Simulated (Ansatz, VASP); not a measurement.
Sr3B2: VASP beside Ansatz

INCAR

```
SYSTEM = Sr3B2
PREC = Accurate
ENCUT = 520
EDIFF = 1E-7
ISMEAR = 0
SIGMA = 0.2
LREAL = .FALSE.
LASPH = .TRUE.
NELM = 60
ALGO = Fast
ISIF = 2
LWAVE = .FALSE.
LCHARG = .FALSE.
GGA = PE
NBANDS = 47
```

Contents of KPOINTS:

```
Automatic mesh
0
G
  4 4 4
  0 0 0
```

File POSCAR:

```
Sr3B2
1.0
   -2.7019561903      4.6799254013      0.0000000000
    0.0000000000      0.0000000000      5.6099927000
    8.1058685708      4.6799254014      0.0000000000
Sr B
6 4
Direct
    0.5000000000      0.0000000000      0.1666666667
    1.0000000000      0.0000000000      0.6666666667
    1.0000000000      0.0000000000      0.3333333333
    0.5000000000      0.0000000000      0.8333333333
    0.5000000000      0.5000000000      0.5000000000
    0.0000000000      0.5000000000      0.0000000000
    0.5000000000      0.5000000000      0.1666666667
    1.0000000000      0.5000000000      0.6666666667
    1.0000000000      0.5000000000      0.3333333333
    0.5000000000      0.5000000000      0.8333333333
```

Input for Ansatz:

```yaml
crystal:
  lattice:
    - [-2.7019561903, 4.6799254013, 0.0]
    - [0.0, 0.0, 5.6099927]
    - [8.1058685708, 4.6799254014, 0.0]
  atoms:
    - { symbol: Sr, position: [0.5, 0.0, 0.1666666667] }
    - { symbol: Sr, position: [1.0, 0.0, 0.6666666667] }
    - { symbol: Sr, position: [1.0, 0.0, 0.3333333333] }
    - { symbol: Sr, position: [0.5, 0.0, 0.8333333333] }
    - { symbol: Sr, position: [0.5, 0.5, 0.5] }
    - { symbol: Sr, position: [0.0, 0.5, 0.0] }
    - { symbol: B, position: [0.5, 0.5, 0.1666666667] }
    - { symbol: B, position: [1.0, 0.5, 0.6666666667] }
    - { symbol: B, position: [1.0, 0.5, 0.3333333333] }
    - { symbol: B, position: [0.5, 0.5, 0.8333333333] }
basis:
  ecutwfc: 420
kpoints:
  mp_grid: { grid: [4, 4, 4] }
hamiltonian:
  xc: pbe
scf:
  occupations: { method: gaussian, width: 0.2 }
  lower_state_search: "off"
output:
  forces: true
  stress: true
  eigenvalues: true
```

Alike in both runs: task single point; functional PBE; k mesh 4 × 4 × 4; occupations gaussian, width 0.2 eV; no spin polarisation.

|  | VASP | Ansatz |
| --- | --- | --- |
| version | VASP 6.6.1 | Ansatz 0.2.0 |
| potentials or method | VASP PAW PBE potentials, release 64 (Sr_sv, B), cutoff 520 eV | scalar-relativistic, plane waves, PAW |
| valence electrons in the cell | 72 | 72 |

```tsv
	VASP	Ansatz	Ansatz less VASP
gap on the k mesh at the Fermi level (eV)	none	none	-
pressure (GPa)	0.1	0.0	-0.10
traceless stress, the component that is largest in VASP (GPa)	0.11	0.11	0.000
rms of the force components (eV/Å)	0.007	0.007	+0.0001
```

Atom by atom the forces differ by 0.000 eV/Å (rms over components). A gap of «none» marks a metal or a gap that the smearing closes.
